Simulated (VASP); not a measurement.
# TePt (P6_3/mmc) in VASP: single point with r2SCAN

Aim: the single point of TePt with r2SCAN.

Everything below comes from runs of VASP 6.6.1. Logs are shortened: lines on timing, memory, paths and dates and some standing lists are left out, and cuts for length are marked.

### Step 1. The cell of the first run

It takes space group P6_3/mmc (No. 194, hexagonal). Conventional cell: a = 4.249 Å, b = 4.249 Å, c = 5.597 Å, α = 90.00°, β = 90.00°, γ = 120.00°. Te (site symmetry -6m2) has 6 Pt at 2.82 Å and 6 Te at 3.72 Å within 3.8 Å. Within 3.7 Å of Pt (site symmetry -3m) lie 2 Pt at 2.80 Å and 6 Te at 2.82 Å.

### Step 2. Single point, r2SCAN

POSCAR reads:

```
TePt
1.0
    4.2485630574      0.0000000000      0.0000000000
   -2.1242815287      3.6793635373      0.0000000000
    0.0000000000      0.0000000000      5.5969617098
Te Pt
2 2
Direct
    0.3333333333      0.6666666667      0.2500000000
    0.6666666667      0.3333333333      0.7500000000
    0.0000000000      0.0000000000      0.0000000000
    0.0000000000      0.0000000000      0.5000000000
```

INCAR.step1 reads:

```
ALGO = Normal
EDIFF = 1E-4
ENCUT = 520
GGA = PE
ISMEAR = -1
LASPH = True
LCHARG = False
LREAL = False
LWAVE = True
NBANDS = 24
NELM = 100
PREC = Accurate
SIGMA = 0.02
```

INCAR.step2 reads:

```
ALGO = Normal
EDIFF = 1E-6
ENCUT = 520
ISIF = 2
ISMEAR = -1
ISTART = 1
LASPH = True
LCHARG = False
LMIXTAU = True
LREAL = False
LWAVE = False
METAGGA = R2SCAN
NBANDS = 24
NELM = 100
PREC = Accurate
SIGMA = 0.02
```

KPOINTS reads:

```
k-points
0
Gamma
  6 6 4
```

Potentials or basis: VASP PAW PBE potentials, release 64 (Te, Pt).

The run is started by

```console
cat potpaw_PBE.64/Te/POTCAR potpaw_PBE.64/Pt/POTCAR > POTCAR
cp INCAR.step1 INCAR
mpirun -np 1 vasp_std > vasp.out
cp INCAR.step2 INCAR
mpirun -np 1 vasp_std > vasp.out
```

OUTCAR:

```text
EDIFF = 1E-6
   ENCUT = 520
   ISIF = 2
   ISMEAR = -1
   ISTART = 1
   LASPH = True
   LREAL = False
   METAGGA = R2SCAN
   NELM = 100
   PREC = Accurate

 ion  position               nearest neighbor table
   1  0.333  0.667  0.250-   3 2.82   4 2.82   3 2.82   4 2.82   3 2.82   4 2.82
   2  0.667  0.333  0.750-   3 2.82   4 2.82   3 2.82   4 2.82   3 2.82   4 2.82
   3  0.000  0.000  0.000-   4 2.80   4 2.80   1 2.82   2 2.82   2 2.82   1 2.82   2 2.82   1 2.82

   4  0.000  0.000  0.500-   3 2.80   3 2.80   1 2.82   2 2.82   2 2.82   1 2.82   2 2.82   1 2.82

  LATTYP: Found a hexagonal cell.
 ALAT       =     4.2485630574
 C/A-ratio  =     1.3173775778

  Lattice vectors:

 A1 = (   4.2485630574,   0.0000000000,   0.0000000000)
 A2 = (  -2.1242815287,   3.6793635373,   0.0000000000)
 A3 = (   0.0000000000,   0.0000000000,   5.5969617098)

Analysis of symmetry for initial positions (statically):
=====================================================================
 Subroutine PRICEL returns:
 Original cell was already a primitive cell.

 Routine SETGRP: Setting up the symmetry group for a
 hexagonal supercell.

 Subroutine GETGRP returns: Found 24 space group operations
 (whereof 12 operations were pure point group operations)
 out of a pool of 24 trial point group operations.

The static configuration has the point symmetry D_3d.
 The point group associated with its full space group is D_6h.

Analysis of symmetry for dynamics (positions and initial velocities):
=====================================================================
 Subroutine PRICEL returns:
 Original cell was already a primitive cell.

 Routine SETGRP: Setting up the symmetry group for a
 hexagonal supercell.

 Subroutine GETGRP returns: Found 24 space group operations
 (whereof 12 operations were pure point group operations)
 out of a pool of 24 trial point group operations.

The dynamic configuration has the point symmetry D_3d.
 The point group associated with its full space group is D_6h.

 Subroutine INISYM returns: Found 24 space group operations
 (whereof 12 operations are pure point group operations),
 and found     1 'primitive' translations

----------------------------------------------------------------------------------------

[... 88 lines left out ...]
   LSORBIT =      F    spin-orbit coupling
   LASPH  =      T    aspherical Exc in radial PAW
   ENCUT  =  520.0 eV  38.22 Ry    6.18 a.u.   7.90  7.90 10.41*2*pi/ulx,y,z
   NELM   =    100;   NELMIN=  2; NELMDL=  0     # of ELM steps
   EDIFF  = 0.1E-05   stopping-criterion for ELM
   LREAL  =      F    real-space projection
   EDIFFG = 0.1E-04   stopping-criterion for IOM
   NSW    =      0    number of steps for IOM
   IBRION =     -1    ionic relax: 0-MD 1-quasi-New 2-CG
   NFREE  =      0    steps in history (QN), initial steepest desc. (CG)
   ISIF   =      2    stress and relaxation
   ISYM   =      2    0-nonsym 1-usesym 2-fastsym
   POTIM  = 0.5000    time-step for ionic-motion
   TEBEG  =    0.0;   TEEND  =   0.0 temperature during run
   PSTRESS=    0.0 pullay stress
   NELECT =      32.0000    total number of electrons
   NUPDOWN=      -1.0000    fix difference up-down
   EMIN   =  10.00;   EMAX   =-10.00  energy-range for DOS
   EFERMI =   0.00;   METHOD = LEGACY
   ISMEAR =    -1;   SIGMA  =   0.02  broadening in eV -4-tet -1-fermi 0-gaus
   EFERMI_NEDOS =   21; number of points for ismear=-14 and -15
   IALGO  =     38    algorithm
   IMIX   =      4    mixing-type and parameters
     AMIX     =   0.40;   BMIX     =  1.00
     AMIX_MAG =   1.60;   BMIX_MAG =  1.00
  volume/ion in A,a.u.               =      21.87       147.61
  Fermi-wavevector in a.u.,A,eV,Ry     =   1.170763  2.212422 18.649327  1.370687
  Thomas-Fermi vector in A             =   2.307217
   LORBIT       =      0    0 simple, 1 ext, 2 COOP (PROOUT), +10 PAW based schemes
   METAGGA = R2SCAN    functional components
   LHFCALC =     F    Hartree Fock is set to
   AEXX    =    0.0000 exact exchange contribution
   IVDW    =     0    specifies the selected vdW correction
   LEPSILON=     F    determine dielectric tensor
   LRPA    =     F    only Hartree local field effects (RPA)
 non-spin polarized calculation
  energy-cutoff  :      520.00
  volume of cell :       87.49
 maximum number of plane-waves:      2376
 NGX is ok and might be reduce to    32
   NGX = 15   NGY = 15   NGZ = 21

 number of electron      32.0000000 magnetization

 Free energy of the ion-electron system (eV)
  ---------------------------------------------------
  ext. energy  EPLUGINS =         0.00000000
  ---------------------------------------------------
  free energy    TOTEN  =      -154.64593890 eV

  energy without entropy =     -154.64311235  energy(sigma->0) =     -154.64452562

 E-fermi :   9.1054     XC(G=0): -11.8390

 val. band max:        8.9655996903   @ k =   0.3333   0.0000   0.5000
 cond. band min:       9.1073910801   @ k =   0.3333   0.0000   0.5000
 fundamental gap:      0.1417913899
 Fermi energy:         9.1054307230

 k-point     1 :       0.0000    0.0000    0.0000
  band No.  band energies     occupation
      1      -5.2391      2.00000
      2      -2.4605      2.00000
      3       1.8034      2.00000
      4       2.9063      2.00000
      5       2.9063      2.00000
      6       3.6059      2.00000
[... 556 lines left out ...]
     23      17.6022      0.00000
     24      17.6022      0.00000

------------------------ aborting loop because EDIFF is reached ----------------------------------------

  FORCE on cell =-STRESS in cart. coord.  units (eV):
  Direction    XX          YY          ZZ          XY          YZ          ZX
  --------------------------------------------------------------------------------------
  -------------------------------------------------------------------------------------
  Total       -0.0325575     -0.0325575      0.0175720      0.0000000      0.0000000      0.0000000
  in kB       -0.5962035     -0.5962035      0.3217849      0.0000000      0.0000000      0.0000000
  external PRESSURE =      -0.2902074 kB  Pullay stress =       0.0000000 kB

 VOLUME and BASIS-vectors are now :
 -----------------------------------------------------------------------------
  energy-cutoff  :      520.00
  volume of cell :       87.49
      direct lattice vectors                 reciprocal lattice vectors
     4.248563057  0.000000000  0.000000000     0.235373698  0.135893068  0.000000000
    -2.124281529  3.679363537  0.000000000     0.000000000  0.271786136  0.000000000
     0.000000000  0.000000000  5.596961710     0.000000000  0.000000000  0.178668365

 POSITION                                       TOTAL-FORCE (eV/Angst)
 -----------------------------------------------------------------------------------
     -0.00000      2.45291      1.39924        -0.000000      0.000000      0.000000
      2.12428      1.22645      4.19772         0.000000     -0.000000      0.000000
      0.00000      0.00000      0.00000        -0.000000     -0.000000      0.000000
      0.00000      0.00000      2.79848        -0.000000     -0.000000      0.000000
 -----------------------------------------------------------------------------------
    total drift:                               -0.000000      0.000000      0.000000

  FREE ENERGIE OF THE ION-ELECTRON SYSTEM (eV)
  ---------------------------------------------------
  free  energy   TOTEN  =      -154.6459388958 eV

  energy  without entropy=     -154.6431123503  energy(sigma->0) =     -154.64452562
```

OUTCAR.step1:

```text
EDIFF = 1E-4
   ENCUT = 520
   GGA = PE
   ISMEAR = -1
   LASPH = True
   LREAL = False
[... 792 lines left out ...]
      2.12428      1.22645      4.19772        -0.000000     -0.000000      0.000000
      0.00000      0.00000      0.00000         0.000000      0.000000      0.000000
      0.00000      0.00000      2.79848         0.000000      0.000000      0.000000
 -----------------------------------------------------------------------------------
    total drift:                               -0.000000      0.000000      0.000000

  FREE ENERGIE OF THE ION-ELECTRON SYSTEM (eV)
  ---------------------------------------------------
  free  energy   TOTEN  =       -19.3059669430 eV

  energy  without entropy=      -19.3017112710  energy(sigma->0) =      -19.30383911
```

OSZICAR.step1:

```text
N       E                     dE             d eps       ncg     rms          rms(c)
DAV:   1     0.169322374601E+03    0.16932E+03   -0.14030E+04  1016   0.117E+03
DAV:   2    -0.124249673175E+02   -0.18175E+03   -0.16751E+03  1232   0.232E+02
DAV:   3    -0.195487867645E+02   -0.71238E+01   -0.69710E+01  1232   0.446E+01
DAV:   4    -0.196436766066E+02   -0.94890E-01   -0.94860E-01  1136   0.562E+00
DAV:   5    -0.196458969094E+02   -0.22203E-02   -0.22202E-02  1288   0.839E-01    0.196E+01
DAV:   6    -0.193772280637E+02    0.26867E+00   -0.74640E-01  1096   0.679E+00    0.118E+01
DAV:   7    -0.193222176613E+02    0.55010E-01   -0.14273E-01  1032   0.283E+00    0.227E+00
DAV:   8    -0.193060639404E+02    0.16154E-01   -0.66994E-02  1064   0.213E+00    0.105E+00
DAV:   9    -0.193062803803E+02   -0.21644E-03   -0.28107E-03  1240   0.285E-01    0.649E-01
DAV:  10    -0.193060457110E+02    0.23467E-03   -0.26991E-03  1056   0.318E-01    0.106E-01
DAV:  11    -0.193059669430E+02    0.78768E-04   -0.18818E-04   912   0.111E-01
   1 F= -.19305967E+02 E0= -.19303839E+02  d E =-.425567E-02
```

Wall time 4.3 min (1 thread of Intel Xeon 8259CL, shared host); peak memory 0.23 GiB.

Results:

```
Free energy            : -154.6459 eV
Pressure               : 0.0 GPa
Band gap on the k mesh : zero (bands 16 and 17 overlap by 1.32 eV)
```

Stress tensor (GPa, compression positive):
```
-0.06  0.00  0.00
 0.00 -0.06  0.00
 0.00  0.00  0.03
```

Caveat: the PAW data sets were made with another functional, which shifts forces and pressure a little; spin-orbit coupling is left out, which moves the levels of the heavy elements.
